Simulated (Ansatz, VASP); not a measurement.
One calculation of GaS3, two programs

```
Ga S
1.0
     4.54210    0.00000    0.00000
     0.00000    4.54210    0.00000
     0.00000    0.00000    3.23160
Ga S
1 3
Direct
  0.00000 0.00000 0.00000
  0.00000 0.50000 0.50000
  0.50000 0.00000 0.50000
  0.50000 0.50000 0.00000
```

Alike in both runs: functional PBE; k mesh 4 × 4 × 6; occupations gaussian, width 0.1 eV; no spin polarisation.

Ansatz relaxed the structure, and its values are those at the end. VASP's run is a single point on that final structure, the one shown.

|  | VASP | Ansatz |
| --- | --- | --- |
| version | VASP 6.6.1 | Ansatz 0.2.0 |
| potentials or method | VASP PAW PBE potentials, release 64 (Ga_d, S), cutoff 520 eV | scalar-relativistic, plane waves, PAW |
| valence electrons in the cell | 31 | 31 |

|  | VASP | Ansatz | Ansatz less VASP |
| --- | --- | --- | --- |
| gap on the k mesh at the Fermi level (eV) | none | none | - |
| pressure (GPa) | -0.1 | 0.0 | +0.05 |

A gap of «none» marks a metal or a gap that the smearing closes. With one functional, cell and mesh, what is left measures potentials, basis and numerics.
